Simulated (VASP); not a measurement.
A run of VASP 6.6.1:

File INCAR:

```
SYSTEM = AlN
  PREC = Accurate
  ENCUT = 600
  EDIFF = 1E-6
  ISMEAR = 0
  SIGMA = 0.02
  LREAL = .FALSE.
  LASPH = .TRUE.
  NELM = 120
  ALGO = Normal
  ISIF = 2
  LWAVE = .FALSE.
  LCHARG = .TRUE.
  GGA = PE
  LELF = .TRUE.
  LVHAR = .TRUE.
  NBANDS = 11
  GGA_COMPAT = .FALSE.
```

KPOINTS

```
regular mesh
0
G
  10 10 10
  0 0 0
```

POSCAR

```
AlN
1.0
    0.0000000000      2.2012621088      2.2012621088
    2.2012621088      0.0000000000      2.2012621088
    2.2012621088      2.2012621088      0.0000000000
Al N
1 1
Direct
    0.0000000000      0.0000000000      0.0000000000
    0.2500000000      0.2500000000      0.2500000000
```

Potentials or basis: VASP PAW PBE potentials, release 64 (Al, N).

Launch:

```bash
$ cat potpaw_PBE.64/Al/POTCAR potpaw_PBE.64/N/POTCAR > POTCAR
$ mpirun -np 1 vasp_std > vasp.out
```

Hardware: 1 thread of Intel(R) Xeon(R) Platinum 8259CL CPU @ 2.50GHz (Skylake/Cascade Lake), with other jobs on the host.

**Question.** Estimate the wall time of this run.

**Answer.** It took 15 s on 1 thread of Intel(R) Xeon(R) Platinum 8259CL CPU @ 2.50GHz (Skylake/Cascade Lake), on a shared host, peak memory 0.15 GiB. Counts: scf iterations 12, k points 47.
